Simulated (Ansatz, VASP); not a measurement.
## Pt in VASP and in Ansatz

POSCAR

```
Pt
1.0
    0.0000000000      2.0087337978      2.0087337978
    2.0087337978      0.0000000000      2.0087337978
    2.0087337978      2.0087337978      0.0000000000
Pt
1
Direct
    0.0000000000      0.0000000000      0.0000000000
```

INCAR.step1

```
PREC = Accurate
ENCUT = 520
ISMEAR = 0
SIGMA = 0.1
LREAL = F
LASPH = T
NELM = 60
NBANDS = 11
GGA = PE
ALGO = Normal
EDIFF = 1E-4
LWAVE = T
LCHARG = F
```

File INCAR.step2:

```
PREC = Accurate
ENCUT = 520
EDIFF = 1E-6
ISMEAR = 0
SIGMA = 0.1
LREAL = F
LASPH = T
NELM = 60
ALGO = Normal
ISIF = 2
LWAVE = F
LCHARG = F
METAGGA = R2SCAN
LMIXTAU = T
NBANDS = 11
ISTART = 1
```

File KPOINTS:

```
regular mesh
0
Gamma
  18 18 18
```

Input for Ansatz:

```yaml
crystal:
  lattice:
    - [0.0, 2.0087337978, 2.0087337978]
    - [2.0087337978, 0.0, 2.0087337978]
    - [2.0087337978, 2.0087337978, 0.0]
  atoms:
    - { symbol: Pt, position: [0.0, 0.0, 0.0] }
basis:
  ecutwfc: 500
kpoints:
  mp_grid: { grid: [18, 18, 18] }
hamiltonian:
  xc: r2scan
scf:
  occupations: { method: gaussian, width: 0.1 }
output:
  forces: true
  stress: true
  eigenvalues: true
```

Alike in both runs: task single point; functional r2SCAN; k mesh 18 × 18 × 18; occupations gaussian, width 0.1 eV; no spin polarisation.

|  | VASP | Ansatz |
| --- | --- | --- |
| version | VASP 6.6.1 | Ansatz 0.2.0 |
| potentials or method | VASP PAW PBE potentials, release 64 (Pt), cutoff 520 eV | scalar-relativistic, plane waves, PAW |
| valence electrons in the cell | 10 | 18 |

Ansatz gave:

- gap on the k mesh at the Fermi level (eV): none
- pressure (GPa): -13.5

Q: Estimate VASP's values.

A: gap on the k mesh at the Fermi level (eV): none; pressure (GPa): -13.0.

VASP's potentials were made for PBE, not for r2SCAN. A gap of «none» marks a metal or a gap that the smearing closes. VASP's potentials hold 10 valence electrons a cell and Ansatz's 18, so a difference there can come from the potentials and not from the codes.

Spin-orbit coupling is off throughout.
